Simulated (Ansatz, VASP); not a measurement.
## Two plane-wave programs on Na

INCAR

```
SYSTEM = Na
ALGO     = Fast           ! electronic algorithm
EDIFF    = 1E-7           ! SCF threshold, eV
ENCUT    = 520            ! plane-wave cutoff, eV
GGA      = PE             ! functional
ISIF     = 2              ! what is computed and relaxed
ISMEAR   = 0              ! smearing method
LASPH    = .True.         ! aspherical terms in the spheres
LCHARG   = .True.         ! write CHGCAR
LELF     = .True.         ! ELF
LREAL    = .False.        ! projectors in reciprocal space
LVHAR    = .True.       
LWAVE    = .False.        ! write WAVECAR
NBANDS   = 14             ! bands
NELM     = 100            ! most SCF steps
PREC     = Accurate       ! precision mode
SIGMA    = 0.15           ! smearing width, eV
```

File KPOINTS:

```
k-points
0
Gamma
  15 15 8
  0 0 0
```

POSCAR

```
Na
1.0
    3.7449956804      0.0000000000      0.0000000000
   -1.8724978402      3.2432613963      0.0000000000
    0.0000000000      0.0000000000      6.1030356778
Na
2
Direct
    0.1464172299      0.6666666667      0.2500000000
    0.8535827701      0.3333333333      0.7500000000
```

Input for Ansatz:

```yaml
crystal:
  lattice:
    - [3.7449956804, 0.0, 0.0]
    - [-1.8724978402, 3.2432613963, 0.0]
    - [0.0, 0.0, 6.1030356778]
  atoms:
    - { symbol: Na, position: [0.1464172299, 0.6666666667, 0.25] }
    - { symbol: Na, position: [0.8535827701, 0.3333333333, 0.75] }
basis:
  ecutwfc: 520.0
kpoints:
  mp_grid: { grid: [15, 15, 8] }
hamiltonian:
  xc: pbe
scf:
  occupations: { method: gaussian, width: 0.15 }
output:
  forces: true
  stress: true
  eigenvalues: true
```

Change from the starting cell: mode 4 frozen in at -0.700 Å and mode 6 at +0.000 Å (largest displacements).

Alike in both runs: task single point; functional PBE; k mesh 15 × 15 × 8; occupations gaussian, width 0.15 eV; no spin polarisation.

```csv
,VASP,Ansatz
version,VASP 6.6.1,Ansatz 0.2.0
potentials or method,"VASP PAW PBE potentials, release 64 (Na_pv), cutoff 520 eV","scalar-relativistic, plane waves, PAW"
valence electrons in the cell,14,18
```

Ansatz gave:

| Property | Result |
| --- | --- |
| gap on the k mesh at the Fermi level (eV) | none |
| pressure (GPa) | 0.1 |
| traceless stress, the component that is largest in VASP (GPa) | 0.91 |
| rms of the force components (eV/Å) | 0.085 |

What did VASP give for the same quantities?

gap on the k mesh at the Fermi level (eV): none; pressure (GPa): 0.2; traceless stress, the component that is largest in VASP (GPa): 0.91; rms of the force components (eV/Å): 0.086.

Atom by atom the forces differ by 0.001 eV/Å (rms over components). A gap of «none» marks a metal or a gap that the smearing closes. VASP's potentials hold 14 valence electrons a cell and Ansatz's 18, so a difference there can come from the potentials and not from the codes.
